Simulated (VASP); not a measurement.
A run of VASP 6.6.1 is set up as follows.

INCAR

```
SYSTEM = SiO2
PREC = Accurate ; ENCUT = 520
EDIFF = 1E-6 ; ISMEAR = 0
SIGMA = 0.01 ; LREAL = .False.
LASPH = .True. ; NELM = 60
ALGO = Normal ; ISIF = 2
LWAVE = .False. ; LCHARG = .False.
GGA = CA ; NBANDS = 25
```

File KPOINTS:

```
Automatic mesh
0
Gamma
  4 4 6
  0 0 0
```

POSCAR

```
SiO2
1.0
    4.1773000000      0.0000000000      0.0000000000
    0.0000000000      4.1773000000      0.0000000000
    0.0000000000      0.0000000000      2.6652000000
Si O
2 4
Direct
    0.0000000000      0.0000000000      0.0000000000
    0.5000000000      0.5000000000      0.5000000000
    0.3059000000      0.3059000000      0.0000000000
    0.1941000000      0.8059000000      0.5000000000
    0.6941000000      0.6941000000      0.0000000000
    0.8059000000      0.1941000000      0.5000000000
```

Potentials or basis: VASP PAW LDA potentials, release 64 (Si, O).

The run is started by

```sh
$ cat potpaw_LDA.64/Si/POTCAR potpaw_LDA.64/O/POTCAR > POTCAR
$ mpirun -np 1 vasp_std > vasp.out
```

**Question.** Estimate the band gap on the k mesh.

**Answer.** 5.62 eV, direct.

**Question.** Predict the largest force.

**Answer.** 0.004 eV/Å.

**Question.** What does it give for the pressure?

**Answer.** -2.6 GPa.

Forces on the atoms (eV/Å):
```
Si   0.000  0.000  0.000
Si   0.000  0.000  0.000
O    0.003  0.003  0.000
O   -0.003  0.003  0.000
O   -0.003 -0.003  0.000
O    0.003 -0.003  0.000
```

A hybrid or GW would open this gap; LDA tends to underestimate it.
